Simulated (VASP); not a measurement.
# Sc3Al (Pm-3m) in VASP: a series of runs

Runs on Sc3Al. Level: LDA. Tasks: single point.

Program: VASP 6.6.1. These are calculated values, not measurements. Logs are shortened: lines on timing, memory, paths and dates and some standing lists are left out, and cuts for length are marked.

### Step 1. The cell of the first run

Symmetry: Pm-3m, No. 221, cubic system. The conventional cell has a = 4.321 Å, b = 4.321 Å, c = 4.321 Å, α = 90.00°, β = 90.00°, γ = 90.00°. Sc (site symmetry 4/mmm) has 8 Sc at 3.06 Å and 4 Al at 3.06 Å within 4.0 Å. Within 4.0 Å of Al (site symmetry m-3m) lie 12 Sc at 3.06 Å.

### Step 2. Single point, LDA

Input file INCAR:

```
SYSTEM = Sc3Al
ALGO = Normal
EDIFF = 1E-6
ENCUT = 520
GGA = CA
ISIF = 2
ISMEAR = -1
LASPH = .TRUE.
LCHARG = .TRUE.
LELF = .TRUE.
LREAL = .FALSE.
LVHAR = .TRUE.
LWAVE = .FALSE.
NBANDS = 26
NELM = 80
PREC = Accurate
SIGMA = 0.15
```

Input file KPOINTS:

```
k-points
0
G
  10 10 10
  0 0 0
```

Input file POSCAR:

```
Sc3Al
1.0
    4.3205663146      0.0000000000      0.0000000000
    0.0000000000      4.3205663146      0.0000000000
    0.0000000000      0.0000000000      4.3205663146
Sc Al
3 1
Direct
    0.5000000000      0.0000000000      0.5000000000
    0.0000000000      0.5000000000      0.5000000000
    0.5000000000      0.5000000000      0.0000000000
    0.0000000000      0.0000000000      0.0000000000
```

Potentials or basis: VASP PAW LDA potentials, release 64 (Sc_sv, Al).

Started as:

```bash
$ cat potpaw_LDA.64/Sc_sv/POTCAR potpaw_LDA.64/Al/POTCAR > POTCAR
$ mpirun -np 1 vasp_std > vasp.out
```

OUTCAR:

```text
SYSTEM = Sc3Al
   EDIFF = 1E-6
   ENCUT = 520
   GGA = CA
   ISIF = 2
   ISMEAR = -1
   LASPH = .TRUE.
   LREAL = .FALSE.
   NELM = 80
   PREC = Accurate

 ion  position               nearest neighbor table
   1  0.500  0.000  0.500-   2 3.06   3 3.06   4 3.06   3 3.06   4 3.06   2 3.06   3 3.06   3 3.06
                             2 3.06   4 3.06   4 3.06   2 3.06
   2  0.000  0.500  0.500-   1 3.06   3 3.06   4 3.06   3 3.06   4 3.06   1 3.06   4 3.06   4 3.06
                             1 3.06   3 3.06   3 3.06   1 3.06
   3  0.500  0.500  0.000-   1 3.06   2 3.06   4 3.06   1 3.06   2 3.06   1 3.06   4 3.06   1 3.06
                             2 3.06   4 3.06   2 3.06   4 3.06
   4  0.000  0.000  0.000-   1 3.06   2 3.06   3 3.06   1 3.06   2 3.06   2 3.06   3 3.06   2 3.06
                             1 3.06   3 3.06   1 3.06   3 3.06

  LATTYP: Found a simple cubic cell.
 ALAT       =     4.3205663146

  Lattice vectors:

 A1 = (   4.3205663146,   0.0000000000,   0.0000000000)
 A2 = (   0.0000000000,   4.3205663146,   0.0000000000)
 A3 = (   0.0000000000,   0.0000000000,   4.3205663146)

Analysis of symmetry for initial positions (statically):
=====================================================================
 Subroutine PRICEL returns:
 Original cell was already a primitive cell.

 Routine SETGRP: Setting up the symmetry group for a
 simple cubic supercell.

 Subroutine GETGRP returns: Found 48 space group operations
 (whereof 48 operations were pure point group operations)
 out of a pool of 48 trial point group operations.

The static configuration has the point symmetry O_h .

Analysis of symmetry for dynamics (positions and initial velocities):
=====================================================================
 Subroutine PRICEL returns:
 Original cell was already a primitive cell.

 Routine SETGRP: Setting up the symmetry group for a
 simple cubic supercell.

 Subroutine GETGRP returns: Found 48 space group operations
 (whereof 48 operations were pure point group operations)
 out of a pool of 48 trial point group operations.

The dynamic configuration has the point symmetry O_h .

 Subroutine INISYM returns: Found 48 space group operations
 (whereof 48 operations are pure point group operations),
 and found     1 'primitive' translations

----------------------------------------------------------------------------------------

                                     Primitive cell

  volume of cell :      80.6533

  direct lattice vectors                    reciprocal lattice vectors
     4.320566315  0.000000000  0.000000000     0.231451140  0.000000000  0.000000000
     0.000000000  4.320566315  0.000000000     0.000000000  0.231451140  0.000000000
     0.000000000  0.000000000  4.320566315     0.000000000  0.000000000  0.231451140

  length of vectors
     4.320566315  4.320566315  4.320566315     0.231451140  0.231451140  0.231451140

  position of ions in fractional coordinates (direct lattice)
     0.500000000  0.000000000  0.500000000
     0.000000000  0.500000000  0.500000000
     0.500000000  0.500000000  0.000000000
     0.000000000  0.000000000  0.000000000

  ion indices of the primitive-cell ions
   primitive index   ion index
                 1           1
                 2           2
                 3           3
                 4           4

----------------------------------------------------------------------------------------

 KPOINTS: k-points

Automatic generation of k-mesh.
 Grid dimensions read from file:
 generate k-points for:   10   10   10

 Generating k-lattice:

  Cartesian coordinates                     Fractional coordinates (reciprocal lattice)
     0.023145114  0.000000000  0.000000000     0.100000000  0.000000000  0.000000000
     0.000000000  0.023145114  0.000000000     0.000000000  0.100000000  0.000000000
     0.000000000  0.000000000  0.023145114     0.000000000  0.000000000  0.100000000

  Length of vectors
     0.023145114  0.023145114  0.023145114

  Shift w.r.t. Gamma in fractional coordinates (k-lattice)
     0.000000000  0.000000000  0.000000000

 Subroutine IBZKPT returns following result:
 ===========================================

 Found     56 irreducible k-points:

 Following reciprocal coordinates:
            Coordinates               Weight
  0.000000  0.000000  0.000000      1.000000
  0.100000  0.000000  0.000000      6.000000
  0.200000  0.000000  0.000000      6.000000
  0.300000  0.000000  0.000000      6.000000
  0.400000  0.000000  0.000000      6.000000
  0.500000  0.000000  0.000000      3.000000
[... 16 lines left out ...]
  0.200000  0.100000  0.100000     24.000000
  0.300000  0.100000  0.100000     24.000000
 [... further k-points ...]
   k-points           NKPTS =     56   k-points in BZ     NKDIM =     56   number of bands    NBANDS=     26
   number of dos      NEDOS =    301   number of ions     NIONS =      4
   total plane-waves  NPLWV =  32768
   dimension x,y,z NGX =    32 NGY =   32 NGZ =   32
   dimension x,y,z NGXF=    64 NGYF=   64 NGZF=   64
   ions per type =               3   1
   NGX,Y,Z   is equivalent  to a cutoff of  12.31, 12.31, 12.31 a.u.
   NGXF,Y,Z  is equivalent  to a cutoff of  24.63, 24.63, 24.63 a.u.
 SYSTEM =  Sc3Al
   PREC   = accura    normal or accurate (medium, high low for compatibility)
   ISTART =      0    job   : 0-new  1-cont  2-samecut
   ICHARG =      2    charge: 1-file 2-atom 10-const
   ISPIN  =      1    spin polarized calculation?
   LNONCOLLINEAR =      F non collinear calculations
   LSORBIT =      F    spin-orbit coupling
   LASPH  =      T    aspherical Exc in radial PAW
   ENCUT  =  520.0 eV  38.22 Ry    6.18 a.u.   8.03  8.03  8.03*2*pi/ulx,y,z
   NELM   =     80;   NELMIN=  2; NELMDL= -5     # of ELM steps
   EDIFF  = 0.1E-05   stopping-criterion for ELM
   LREAL  =      F    real-space projection
   EDIFFG = 0.1E-04   stopping-criterion for IOM
   NSW    =      0    number of steps for IOM
   IBRION =     -1    ionic relax: 0-MD 1-quasi-New 2-CG
   NFREE  =      0    steps in history (QN), initial steepest desc. (CG)
   ISIF   =      2    stress and relaxation
   ISYM   =      2    0-nonsym 1-usesym 2-fastsym
   POTIM  = 0.5000    time-step for ionic-motion
   TEBEG  =    0.0;   TEEND  =   0.0 temperature during run
   PSTRESS=    0.0 pullay stress
   NELECT =      36.0000    total number of electrons
   NUPDOWN=      -1.0000    fix difference up-down
   EMIN   =  10.00;   EMAX   =-10.00  energy-range for DOS
   EFERMI =   0.00;   METHOD = LEGACY
   ISMEAR =    -1;   SIGMA  =   0.15  broadening in eV -4-tet -1-fermi 0-gaus
   EFERMI_NEDOS =   21; number of points for ismear=-14 and -15
   IALGO  =     38    algorithm
   IMIX   =      4    mixing-type and parameters
     AMIX     =   0.40;   BMIX     =  1.00
     AMIX_MAG =   1.60;   BMIX_MAG =  1.00
  volume/ion in A,a.u.               =      20.16       136.07
  Fermi-wavevector in a.u.,A,eV,Ry     =   1.251128  2.364289 21.297480  1.565321
  Thomas-Fermi vector in A             =   2.385090
   LORBIT       =      0    0 simple, 1 ext, 2 COOP (PROOUT), +10 PAW based schemes
   GGA     = CA    functional components
   LHFCALC =     F    Hartree Fock is set to
   AEXX    =    0.0000 exact exchange contribution
   IVDW    =     0    specifies the selected vdW correction
   LEPSILON=     F    determine dielectric tensor
   LRPA    =     F    only Hartree local field effects (RPA)
 non-spin polarized calculation
  energy-cutoff  :      520.00
  volume of cell :       80.65
 maximum number of plane-waves:      2224
   NGX = 17   NGY = 17   NGZ = 17

 number of electron      36.0000002 magnetization

 Free energy of the ion-electron system (eV)
  ---------------------------------------------------
  ext. energy  EPLUGINS =         0.00000000
  ---------------------------------------------------
  free energy    TOTEN  =       -25.65868546 eV

  energy without entropy =      -25.30937150  energy(sigma->0) =      -25.48402848

 E-fermi :   4.9388     XC(G=0): -10.6591

 val. band max:        4.9311794496   @ k =   0.4000   0.2000   0.2000
 cond. band min:       4.9478103643   @ k =   0.4000   0.0000   0.0000
 fundamental gap:      0.0166309147
 Fermi energy:         4.9387840426

 k-point     1 :       0.0000    0.0000    0.0000
  band No.  band energies     occupation
      1     -43.6407      2.00000
      2     -43.4981      2.00000
      3     -43.4981      2.00000
      4     -22.8476      2.00000
      5     -22.8476      2.00000
      6     -22.8476      2.00000
[... 18 lines left out ...]
     25       7.4708      0.00000
     26       8.7281      0.00000

 k-point     2 :       0.1000    0.0000    0.0000
  band No.  band energies     occupation
      1     -43.6376      2.00000
      2     -43.5012      2.00000
      3     -43.4981      2.00000
      4     -22.8404      2.00000
      5     -22.8404      2.00000
      6     -22.8368      2.00000
[... 18 lines left out ...]
     25       7.6042      0.00000
     26       8.6475      0.00000

 k-point     3 :       0.2000    0.0000    0.0000
  band No.  band energies     occupation
      1     -43.6287      2.00000
      2     -43.5100      2.00000
      3     -43.4980      2.00000
      4     -22.8200      2.00000
      5     -22.8200      2.00000
      6     -22.8050      2.00000
[... 18 lines left out ...]
     25       7.8410      0.00000
     26       8.3157      0.00000

 k-point     4 :       0.3000    0.0000    0.0000
  band No.  band energies     occupation
      1     -43.6155      2.00000
      2     -43.5233      2.00000
      3     -43.4978      2.00000
      4     -22.7911      2.00000
      5     -22.7911      2.00000
      6     -22.7542      2.00000
[... 18 lines left out ...]
     25       7.8581      0.00000
     26       7.8587      0.00000
[... 496 lines left out ...]
      1     -43.6316      2.00000
      2     -43.5026      2.00000
      3     -43.5026      2.00000
      4     -22.8545      2.00000
      5     -22.8078      2.00000
      6     -22.8078      2.00000
[... 18 lines left out ...]
     25       7.6164      0.00000
     26       8.5588      0.00000

 k-point    23 :       0.2000    0.1000    0.1000
  band No.  band energies     occupation
      1     -43.6231      2.00000
      2     -43.5110      2.00000
      3     -43.5025      2.00000
      4     -22.8505      2.00000
      5     -22.7884      2.00000
      6     -22.7650      2.00000
[... 18 lines left out ...]
     25       7.7974      0.00000
     26       8.2626      0.00000

 k-point    24 :       0.3000    0.1000    0.1000
  band No.  band energies     occupation
      1     -43.6103      2.00000
      2     -43.5237      2.00000
      3     -43.5023      2.00000
      4     -22.8305      2.00000
      5     -22.7599      2.00000
      6     -22.7166      2.00000
[... 18 lines left out ...]
     25       7.7496      0.00000
     26       8.1342      0.00000

 [... further k-points ...]
[... 5 lines left out ...]
  --------------------------------------------------------------------------------------
  -------------------------------------------------------------------------------------
  Total        0.0758601      0.0758601      0.0758601      0.0000000     -0.0000000      0.0000000
  in kB        1.5069615      1.5069615      1.5069615      0.0000000     -0.0000000      0.0000000
  external PRESSURE =       1.5069615 kB  Pullay stress =       0.0000000 kB

 VOLUME and BASIS-vectors are now :
 -----------------------------------------------------------------------------
  energy-cutoff  :      520.00
  volume of cell :       80.65
      direct lattice vectors                 reciprocal lattice vectors
     4.320566315  0.000000000  0.000000000     0.231451140  0.000000000  0.000000000
     0.000000000  4.320566315  0.000000000     0.000000000  0.231451140  0.000000000
     0.000000000  0.000000000  4.320566315     0.000000000  0.000000000  0.231451140

 POSITION                                       TOTAL-FORCE (eV/Angst)
 -----------------------------------------------------------------------------------
      2.16028      0.00000      2.16028         0.000000      0.000000      0.000000
      0.00000      2.16028      2.16028         0.000000      0.000000      0.000000
      2.16028      2.16028      0.00000         0.000000      0.000000      0.000000
      0.00000      0.00000      0.00000         0.000000      0.000000      0.000000
 -----------------------------------------------------------------------------------
    total drift:                                0.000000     -0.000000     -0.000000

  FREE ENERGIE OF THE ION-ELECTRON SYSTEM (eV)
  ---------------------------------------------------
  free  energy   TOTEN  =       -25.6586854631 eV

  energy  without entropy=      -25.3093714981  energy(sigma->0) =      -25.48402848
```

It took 62 s on 1 thread of Oxide Virtual Turin-like, shared host; peak memory 0.18 GiB.

Results:

- Free energy: -25.6587 eV
- Pressure: 0.2 GPa
- Band gap on the k mesh: zero (band 18 reaches 5.22 eV, above the bottom of band 19 at 3.97 eV)

(Part 1 of 2 ends here.)
